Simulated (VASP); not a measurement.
A run of VASP 6.6.1 is set up as follows.

The input POSCAR:

```
CdS
1.0
    0.0000000000      3.1058683214      3.1058683214
    3.1058683214      0.0000000000      3.1058683214
    3.1058683214      3.1058683214      0.0000000000
Cd S
1 1
Direct
    0.0000000000      0.0000000000      0.0000000000
    0.2500000000      0.2500000000      0.2500000000
```

INCAR.step1

```
SYSTEM = CdS
PREC = Accurate ; ENCUT = 520
EDIFF = 1E-5 ; ISMEAR = 0
SIGMA = 0.01 ; LREAL = .FALSE.
LASPH = .TRUE. ; NELM = 100
ALGO = Normal ; ISIF = 2
LWAVE = .TRUE. ; NBANDS = 16
GGA = PE
```

Contents of INCAR.step2:

```
SYSTEM = CdS
PREC = Accurate ; ENCUT = 520
EDIFF = 1E-6 ; ISMEAR = 0
SIGMA = 0.01 ; LREAL = .FALSE.
LASPH = .TRUE. ; NELM = 100
ALGO = Normal ; ISIF = 2
LWAVE = .FALSE. ; LCHARG = .TRUE.
GGA = PE ; LHFCALC = .TRUE.
HFSCREEN = 0.2079 ; PRECFOCK = Normal
LELF = .TRUE. ; LVHAR = .TRUE.
NBANDS = 16 ; ISTART = 1
```

KPOINTS

```
Automatic mesh
0
G
  6 6 6
  0 0 0
```

Potentials or basis: VASP PAW PBE potentials, release 64 (Cd, S).

Launch:

```sh
$ cat potpaw_PBE.64/Cd/POTCAR potpaw_PBE.64/S/POTCAR > POTCAR
$ cp INCAR.step1 INCAR
$ mpirun -np 1 vasp_std > vasp.out
$ cp INCAR.step2 INCAR
$ mpirun -np 1 vasp_std > vasp.out
```

Problem. Predict the pressure.

Solution. -6.6 GPa.

Problem. Estimate the band gap on the k mesh.

Solution. 1.66 eV.

Caveat: the cell differs from its parent crystal (strain +5.7%); the cell stands under tension; the PAW data sets were made with another functional, which shifts forces and pressure a little.
